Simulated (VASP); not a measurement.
# Rb3Ba (Fm-3m) in VASP: further runs

The runs below take Rb3Ba through single point, relaxation of cell and atoms, with LDA.

All numbers are computed with VASP 6.6.1; they aren't measurements. Logs are shortened: lines on timing, memory, paths and dates and some standing lists are left out, and cuts for length are marked.

### 1 The cell of the first run

Symmetry: Fm-3m, No. 225, cubic system. The conventional cell has a = 10.468 Å, b = 10.468 Å, c = 10.468 Å, α = 90.00°, β = 90.00°, γ = 90.00°.

### 2 Single point, LDA

File INCAR:

```
SYSTEM = Rb3Ba
  PREC = Accurate
  ENCUT = 520
  EDIFF = 1E-6
  ISMEAR = 0
  SIGMA = 0.02
  LREAL = .FALSE.
  LASPH = .TRUE.
  NELM = 60
  ALGO = Normal
  ISIF = 2
  LWAVE = .FALSE.
  LCHARG = .FALSE.
  NBANDS = 26
```

File KPOINTS:

```
Automatic mesh
0
G
  4 4 4
  0 0 0
```

File POSCAR:

```
Rb3Ba
1.0
    7.4017258292      0.0000000000      0.0000000000
    3.7008629146      6.4100826000      0.0000000000
    3.7008629146      2.1366942000      6.0434838325
Rb Ba
3 1
Direct
    0.2500000000      0.2500000000      0.2500000000
    0.7500000000      0.7500000000      0.7500000000
    0.5000000000      0.5000000000      0.5000000000
    0.0000000000      0.0000000000      0.0000000000
```

Potentials or basis: VASP PAW LDA potentials, release 64 (Rb_sv, Ba_sv).

Launch:

```sh
cat potpaw_LDA.64/Rb_sv/POTCAR potpaw_LDA.64/Ba_sv/POTCAR > POTCAR
mpirun -np 1 vasp_std > vasp.out
```

OUTCAR:

```text
SYSTEM = Rb3Ba
   PREC = Accurate
   ENCUT = 520
   EDIFF = 1E-6
   ISMEAR = 0
   LREAL = .FALSE.
   LASPH = .TRUE.
   NELM = 60
   ISIF = 2

 ion  position               nearest neighbor table
   1  0.250  0.250  0.250-   4 4.53   3 4.53   4 4.53   3 4.53   4 4.53   3 4.53   3 4.53   4 4.53
                             2 5.23   2 5.23   2 5.23   2 5.23   2 5.23   2 5.23
   2  0.750  0.750  0.750-   3 4.53   4 4.53   4 4.53   3 4.53   3 4.53   4 4.53   4 4.53   3 4.53
                             1 5.23   1 5.23   1 5.23   1 5.23   1 5.23   1 5.23
   3  0.500  0.500  0.500-   1 4.53   2 4.53   2 4.53   1 4.53   1 4.53   2 4.53   2 4.53   1 4.53
                             4 5.23   4 5.23   4 5.23   4 5.23   4 5.23   4 5.23
   4  0.000  0.000  0.000-   2 4.53   1 4.53   2 4.53   1 4.53   2 4.53   1 4.53   1 4.53   2 4.53
                             3 5.23   3 5.23   3 5.23   3 5.23   3 5.23   3 5.23

  LATTYP: Found a face centered cubic cell.
 ALAT       =    10.4676210527

  Lattice vectors:

 A1 = (   7.4017258292,   0.0000000000,   0.0000000000)
 A2 = (   3.7008629146,   6.4100826000,   0.0000000000)
 A3 = (   3.7008629146,   2.1366942000,   6.0434838325)

Analysis of symmetry for initial positions (statically):
=====================================================================
 Subroutine PRICEL returns:
 Original cell was already a primitive cell.

 Routine SETGRP: Setting up the symmetry group for a
 face centered cubic supercell.

 Subroutine GETGRP returns: Found 48 space group operations
 (whereof 48 operations were pure point group operations)
 out of a pool of 48 trial point group operations.

The static configuration has the point symmetry O_h .

Analysis of symmetry for dynamics (positions and initial velocities):
=====================================================================
 Subroutine PRICEL returns:
 Original cell was already a primitive cell.

 Routine SETGRP: Setting up the symmetry group for a
 face centered cubic supercell.

 Subroutine GETGRP returns: Found 48 space group operations
 (whereof 48 operations were pure point group operations)
 out of a pool of 48 trial point group operations.

The dynamic configuration has the point symmetry O_h .

 Subroutine INISYM returns: Found 48 space group operations
 (whereof 48 operations are pure point group operations),
 and found     1 'primitive' translations

----------------------------------------------------------------------------------------

                                     Primitive cell

  volume of cell :     286.7372

  direct lattice vectors                    reciprocal lattice vectors
[... 76 lines left out ...]
   EDIFFG = 0.1E-04   stopping-criterion for IOM
   NSW    =      0    number of steps for IOM
   IBRION =     -1    ionic relax: 0-MD 1-quasi-New 2-CG
   NFREE  =      0    steps in history (QN), initial steepest desc. (CG)
   ISIF   =      2    stress and relaxation
   ISYM   =      2    0-nonsym 1-usesym 2-fastsym
   POTIM  = 0.5000    time-step for ionic-motion
   TEBEG  =    0.0;   TEEND  =   0.0 temperature during run
   PSTRESS=    0.0 pullay stress
   NELECT =      37.0000    total number of electrons
   NUPDOWN=      -1.0000    fix difference up-down
   EMIN   =  10.00;   EMAX   =-10.00  energy-range for DOS
   EFERMI =   0.00;   METHOD = LEGACY
   ISMEAR =     0;   SIGMA  =   0.02  broadening in eV -4-tet -1-fermi 0-gaus
   EFERMI_NEDOS =   21; number of points for ismear=-14 and -15
   IALGO  =     38    algorithm
   IMIX   =      4    mixing-type and parameters
     AMIX     =   0.40;   BMIX     =  1.00
     AMIX_MAG =   1.60;   BMIX_MAG =  1.00
  volume/ion in A,a.u.               =      71.68       483.75
  Fermi-wavevector in a.u.,A,eV,Ry     =   0.827270  1.563314  9.311502  0.684376
  Thomas-Fermi vector in A             =   1.939446
   LORBIT       =      0    0 simple, 1 ext, 2 COOP (PROOUT), +10 PAW based schemes
   GGA     = CA    functional components
   LHFCALC =     F    Hartree Fock is set to
   AEXX    =    0.0000 exact exchange contribution
   IVDW    =     0    specifies the selected vdW correction
   LEPSILON=     F    determine dielectric tensor
   LRPA    =     F    only Hartree local field effects (RPA)
 non-spin polarized calculation
 Gauss-broadening in eV      SIGMA  =   0.02
  energy-cutoff  :      520.00
  volume of cell :      286.74
 maximum number of plane-waves:      7768
   NGX = 27   NGY = 27   NGZ = 27

 number of electron      37.0000000 magnetization

 Free energy of the ion-electron system (eV)
  ---------------------------------------------------
  ext. energy  EPLUGINS =         0.00000000
  ---------------------------------------------------
  free energy    TOTEN  =        -4.77840545 eV

  energy without entropy =       -4.77476493  energy(sigma->0) =       -4.77658519

 E-fermi :   0.4975     XC(G=0):  -6.5629

 val. band max:        0.4897275467   @ k =   0.5000   0.2500  -0.0000
 cond. band min:       0.5614182160   @ k =   0.2500   0.2500   0.0000
 fundamental gap:      0.0716906693
 Fermi energy:         0.4974847511

 k-point     1 :       0.0000    0.0000    0.0000
  band No.  band energies     occupation
      1     -29.3220      2.00000
      2     -27.8729      2.00000
      3     -27.8676      2.00000
      4     -27.8464      2.00000
      5     -14.4766      2.00000
      6     -14.4766      2.00000
[... 221 lines left out ...]
     25       1.7886      0.00000
     26       2.9137      0.00000

------------------------ aborting loop because EDIFF is reached ----------------------------------------

  FORCE on cell =-STRESS in cart. coord.  units (eV):
  Direction    XX          YY          ZZ          XY          YZ          ZX
  --------------------------------------------------------------------------------------
  -------------------------------------------------------------------------------------
  Total       -0.0296168     -0.0296168     -0.0296168      0.0000000     -0.0000000      0.0000000
  in kB       -0.1654871     -0.1654871     -0.1654871      0.0000000     -0.0000000      0.0000000
  external PRESSURE =      -0.1654871 kB  Pullay stress =       0.0000000 kB

 VOLUME and BASIS-vectors are now :
 -----------------------------------------------------------------------------
  energy-cutoff  :      520.00
  volume of cell :      286.74
      direct lattice vectors                 reciprocal lattice vectors
     7.401725829  0.000000000  0.000000000     0.135103626 -0.078002115 -0.055155824
     3.700862915  6.410082600  0.000000000     0.000000000  0.156004230 -0.055155824
     3.700862915  2.136694200  6.043483832     0.000000000  0.000000000  0.165467473

 POSITION                                       TOTAL-FORCE (eV/Angst)
 -----------------------------------------------------------------------------------
      3.70086      2.13669      1.51087         0.000000      0.000000      0.000000
     11.10259      6.41008      4.53261         0.000000     -0.000000     -0.000000
      7.40173      4.27339      3.02174        -0.000000     -0.000000      0.000000
      0.00000      0.00000      0.00000        -0.000000     -0.000000      0.000000
 -----------------------------------------------------------------------------------
    total drift:                                0.000000      0.000000     -0.000000

  FREE ENERGIE OF THE ION-ELECTRON SYSTEM (eV)
  ---------------------------------------------------
  free  energy   TOTEN  =        -4.7784054541 eV

  energy  without entropy=       -4.7747649308  energy(sigma->0) =       -4.77658519
```

OSZICAR:

```text
N       E                     dE             d eps       ncg     rms          rms(c)
DAV:   1     0.268314706256E+03    0.26831E+03   -0.14429E+04   416   0.112E+03
DAV:   2     0.207506747986E+02   -0.24756E+03   -0.24359E+03   608   0.234E+02
DAV:   3    -0.361708167735E+01   -0.24368E+02   -0.24190E+02   584   0.706E+01
DAV:   4    -0.475621541635E+01   -0.11391E+01   -0.11323E+01   564   0.133E+01
DAV:   5    -0.479643277838E+01   -0.40217E-01   -0.40202E-01   564   0.234E+00    0.319E+00
DAV:   6    -0.478049468594E+01    0.15938E-01   -0.43662E-02   576   0.734E-01    0.201E+00
DAV:   7    -0.477875769592E+01    0.17370E-02   -0.45073E-02   534   0.714E-01    0.226E-01
DAV:   8    -0.477838492090E+01    0.37278E-03   -0.60503E-03   516   0.258E-01    0.462E-02
DAV:   9    -0.477840324012E+01   -0.18319E-04   -0.28416E-04   584   0.547E-02    0.238E-02
DAV:  10    -0.477840412586E+01   -0.88574E-06   -0.28424E-05   510   0.209E-02    0.126E-02
DAV:  11    -0.477840542981E+01   -0.13039E-05   -0.37629E-06   436   0.109E-02    0.192E-03
DAV:  12    -0.477840545412E+01   -0.24312E-07   -0.45252E-07   264   0.258E-03
   1 F= -.47784055E+01 E0= -.47765852E+01  d E =-.364052E-02
```

stdout:

```text
POSCAR found type information on POSCAR RbBa
 POSCAR found :  2 types and       4 ions
 scaLAPACK will be used
 LDA part: xc-table for (Slater(with rela. corr.)+CA(PZ))
 , standard interpolation
 POSCAR, INCAR and KPOINTS ok, starting setup
 FFT: planning ... GRIDC
 FFT: planning ... GRID_SOFT
 FFT: planning ... GRID
 WAVECAR not read
 entering main loop
```

It took 1.9 min on 1 thread of Intel Xeon 8259CL, shared host; peak memory 0.34 GiB.

Results:

```
Free energy            : -4.7784 eV
Pressure               : 0.0 GPa
Band gap on the k mesh : zero (an odd number of electrons rules out a gap without spin polarisation)
```

Caveat: spin-orbit coupling is left out, which moves the levels of the heavy elements.

### 3 Relaxation of cell and atoms, LDA

This run uses another cell than the first one, of 83.84 Å³/atom.

File INCAR:

```
SYSTEM = Rb3Ba
  PREC = Accurate
  ENCUT = 600
  EDIFF = 1E-6
  ISMEAR = 0
  SIGMA = 0.02
  LREAL = .False.
  LASPH = .True.
  NELM = 100
  ALGO = Normal
  ISIF = 3
  LWAVE = .False.
  LCHARG = .False.
  IBRION = 2
  NSW = 60
  EDIFFG = -0.01
```

File KPOINTS:

```
regular mesh
0
Gamma
  4 4 4
  0 0 0
```

File POSCAR:

```
Rb3Ba
1.0
    7.7985820000      0.0000000000      0.0000000000
    3.8992910000      6.7537701255      0.0000000000
    3.8992910000      2.2512567085      6.3675155391
Rb Ba
3 1
Direct
    0.2500000000      0.2500000000      0.2500000000
    0.7500000000      0.7500000000      0.7500000000
    0.5000000000      0.5000000000      0.5000000000
    0.0000000000      0.0000000000      0.0000000000
```

Potentials or basis: VASP PAW LDA potentials, release 64 (Rb_sv, Ba_sv).

Launch:

```sh
cat potpaw_LDA.64/Rb_sv/POTCAR potpaw_LDA.64/Ba_sv/POTCAR > POTCAR
mpirun -np 1 vasp_std > vasp.out
```

It took 7.8 min on 1 thread of Intel Xeon 8259CL, shared host; peak memory 0.48 GiB.

Results (log left out):

| Item | Value |
| --- | --- |
| Free energy | -4.7789 eV |
| Relaxed volume | 71.29 Å³/atom |
| Relaxed cell | a = 7.388 Å, b = 7.388 Å, c = 7.388 Å, α = 60.00°, β = 60.00°, γ = 60.00° |
| Space group after relaxing (to 0.1 Å) | Fm-3m (No. 225) |
| Energy gained by relaxing | 23.7 meV/atom |
| Ionic steps | 4 |
| Pressure after relaxing | 0.0 GPa |
| Band gap on the k mesh | zero (an odd number of electrons rules out a gap without spin polarisation) |

The path:
| step | energy change (eV) | largest force (eV/Å) | pressure (GPa) | volume (Å³) |
| --- | --- | --- | --- | --- |
| 1 | 0.0000 | 0.0000 | -0.55 | 335.38 |
| 2 | -0.0426 | 0.0000 | -0.44 | 321.56 |
| 3 | -0.0935 | 0.0000 | -0.08 | 290.90 |
| 4 | -0.0948 | 0.0000 | 0.01 | 285.15 |

Final structure:
```
CELL_PARAMETERS angstrom
7.38801 0.00000 0.00000
3.69400 6.39820 0.00000
3.69400 2.13273 6.03228
ATOMIC_POSITIONS crystal
Rb 0.25000 0.25000 0.25000
Rb 0.75000 0.75000 0.75000
Rb 0.50000 0.50000 0.50000
Ba 0.00000 0.00000 0.00000
```

Levels at points of the mesh, in eV from the Fermi level:
```tsv
k point	band 15	band 16	band 17	band 18	band 19	band 20	band 21	band 22
(0.00, 0.00, 0.00)	-12.46	-12.46	-2.42	0.36	0.36	0.55	0.55	0.55
(0.50, 0.00, 0.00)	-12.46	-12.46	-1.29	-0.95	0.45	0.45	0.61	0.98
(0.50, 0.50, 0.00)	-12.45	-12.45	-0.90	-0.62	-0.31	-0.22	0.97	1.05
```

Caveat: spin-orbit coupling is left out, which moves the levels of the heavy elements.

The gap in the log of VASP goes by the Fermi energy; the results here count the filled bands.